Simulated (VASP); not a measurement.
Input of a VASP 6.6.1 run:

File POSCAR:

```
KI
1.0
    0.0000000000      3.5245500000      3.5245500000
    3.5245500000      0.0000000000      3.5245500000
    3.5245500000      3.5245500000      0.0000000000
K I
1 1
Direct
    0.0000000000      0.0000000000      0.0000000000
    0.4964534480      0.4964534480      0.5035465520
```

Contents of INCAR.step1:

```
PREC = Accurate
ENCUT = 520
ISMEAR = 0
SIGMA = 0.05
LREAL = False
LASPH = True
NELM = 100
NBANDS = 15
GGA = PE
ALGO = Normal
EDIFF = 1E-4
LWAVE = True
LCHARG = False
```

Contents of INCAR.step2:

```
PREC = Accurate
ENCUT = 520
EDIFF = 1E-6
ISMEAR = 0
SIGMA = 0.05
LREAL = False
LASPH = True
NELM = 100
ALGO = Normal
ISIF = 2
LWAVE = False
LCHARG = True
METAGGA = R2SCAN
LMIXTAU = True
LELF = True
LVHAR = True
NBANDS = 15
ISTART = 1
```

The input KPOINTS:

```
regular mesh
0
Gamma
  6 6 6
```

Potentials or basis: VASP PAW PBE potentials, release 64 (K_sv, I).

Launch:

```bash
$ cat potpaw_PBE.64/K_sv/POTCAR potpaw_PBE.64/I/POTCAR > POTCAR
$ cp INCAR.step1 INCAR
$ mpirun -np 1 vasp_std > vasp.out
$ cp INCAR.step2 INCAR
$ mpirun -np 1 vasp_std > vasp.out
```

(1) Predict the largest force.

(2) Predict the band gap on the k mesh.

(3) Estimate the pressure.

Answers

(1) 0.031 eV/Å.

(2) 4.63 eV.

(3) 0.2 GPa.

Caveat: the cell differs from its parent crystal (all I atoms moved +0.025 Å, as atom 2 towards its neighbour atom 1 (K) at 3.525 Å); the PAW data sets were made with another functional, which shifts forces and pressure a little; spin-orbit coupling is left out, which moves the levels of the heavy elements.
